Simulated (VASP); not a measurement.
Set up this calculation in VASP 6.6.1, as the native input.

- Task: single point
- Functional: LDA
- Potentials or basis: VASP PAW LDA potentials, release 64 (W_sv)
- Cutoff: 520 eV
- k mesh: 20 × 20 × 20
- Occupations: gaussian, width 0.15 eV
- Spin: no spin polarisation
- Dipole correction: no
- Further INCAR settings: ALGO = Normal; EDIFF = 1e-06; NBANDS = 13

The structure of W lies in POSCAR:

```
W
1.0
   -1.5680780323      1.5680780323      1.5680780323
    1.5680780323     -1.5680780323      1.5680780323
    1.5680780323      1.5680780323     -1.5680780323
W
1
Direct
    0.0000000000      0.0000000000      0.0000000000
```

One way to write it, as run:

INCAR

```
  PREC = Accurate
  ENCUT = 520
  EDIFF = 1E-6
  ISMEAR = 0
  SIGMA = 0.15
  LREAL = False
  LASPH = True
  NELM = 100
  ALGO = Normal
  ISIF = 2
  LWAVE = False
  LCHARG = True
  GGA = CA
  LELF = True
  LVHAR = True
  NBANDS = 13
```

KPOINTS

```
regular mesh
0
Gamma
  20 20 20
```

Potentials or basis: VASP PAW LDA potentials, release 64 (W_sv).

Command:

```sh
$ cat potpaw_LDA.64/W_sv/POTCAR > POTCAR
$ mpirun -np 1 vasp_std > vasp.out
```

It gave:

| Quantity | Value |
| --- | --- |
| Pressure | 1.7 GPa |
| Band gap on the k mesh | zero (bands 7 and 8 overlap by 6.65 eV) |

Caveat: spin-orbit coupling is left out, which moves the levels of the heavy elements.

Wall time 54 s on 1 thread of Intel(R) Xeon(R) Platinum 8375C CPU @ 2.90GHz (Ice Lake), on a shared host, peak memory 0.16 GiB.
